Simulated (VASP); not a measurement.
Runs of VASP 6.6.1 on Si2W (AlB2 type). The structure is that of space group P6/mmm (No. 191), or close to it. The cells are those of the table. 

| task | cell | cutoff (eV) | gap on the mesh (eV) | pressure (GPa) |
| --- | --- | --- | --- | --- |
| relaxation of cell and atoms | relaxed to 80 GPa from a = 3.927, b = 3.927, c = 2.460 Å, angles 90.0, 90.0, 120.0°, 3 atoms | 600 | none | 80.0 |
| relaxation of cell and atoms | relaxed to 80 GPa from a = 3.254, b = 3.254, c = 3.579 Å, angles 90.0, 90.0, 120.0°, 3 atoms | 600 | none | 80.0 |
| single point | a = 3.927, b = 3.927, c = 2.460 Å, angles 90.0, 90.0, 120.0°, 3 atoms | 520 | none | 80.4 |
| single point | a = 3.926, b = 3.926, c = 2.460 Å, angles 90.0, 90.0, 120.0°, 3 atoms | 520 | none | (a) |

Alike in all rows: level PBE; potentials or basis VASP PAW PBE potentials, release 64 (W_sv, Si); no spin polarisation; k mesh 10 × 10 × 8; smearing fermi-dirac 0.05 eV.

Problem. Fill in the values left out.

Solution. (a) 80.7.

Caveats: spin-orbit coupling is left out, which moves the levels of the heavy elements; the cell is relaxed towards a set pressure, so the enthalpy falls and the energy may rise (some runs).

A k mesh can miss the band edges, and the runs leave out spin-orbit coupling on W.

A gap of «none» marks levels without a gap at the run's occupations.
